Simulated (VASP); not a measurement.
A run of VASP 6.6.1:

Contents of POSCAR:

```
Te2Mo
1.0
    3.4207231161      0.0000000000      0.0000000000
   -1.7103615580      2.9624331178      0.0000000000
    0.0000000000      0.0000000000     15.0854510531
Te Mo
4 2
Direct
    0.3333333333      0.6666666667      0.6281170113
    0.6666666667      0.3333333333      0.1281170113
    0.6666666667      0.3333333333      0.3718829887
    0.3333333333      0.6666666667      0.8718829887
    0.3333333333      0.6666666667      0.2500000000
    0.6666666667      0.3333333333      0.7500000000
```

INCAR.step1

```
  ALGO = Normal
  EDIFF = 1E-4
  ENCUT = 520
  GGA = PE
  ISMEAR = 0
  LASPH = T
  LCHARG = F
  LREAL = F
  LWAVE = T
  NBANDS = 35
  NELM = 100
  PREC = Accurate
  SIGMA = 0.02
```

Contents of INCAR.step2:

```
  ALGO = Normal
  EDIFF = 1E-6
  ENCUT = 520
  ISIF = 2
  ISMEAR = 0
  ISTART = 1
  LASPH = T
  LCHARG = F
  LMIXTAU = T
  LREAL = F
  LWAVE = F
  METAGGA = R2SCAN
  NBANDS = 35
  NELM = 100
  PREC = Accurate
  SIGMA = 0.02
```

The input KPOINTS:

```
k-points
0
Gamma
  12 12 2
```

Potentials or basis: VASP PAW PBE potentials, release 64 (Te, Mo_sv).

Run with:

```bash
$ cat potpaw_PBE.64/Te/POTCAR potpaw_PBE.64/Mo_sv/POTCAR > POTCAR
$ cp INCAR.step1 INCAR
$ mpirun -np 1 vasp_std > vasp.out
$ cp INCAR.step2 INCAR
$ mpirun -np 1 vasp_std > vasp.out
```

Hardware: 1 thread of Intel(R) Xeon(R) 6975P-C (Granite Rapids), on a shared host.

Estimate the wall time of this run.

Run time: 6 min on 1 thread of Intel(R) Xeon(R) 6975P-C (Granite Rapids), on a shared host, peak memory 0.42 GiB. Counts: k points 38.
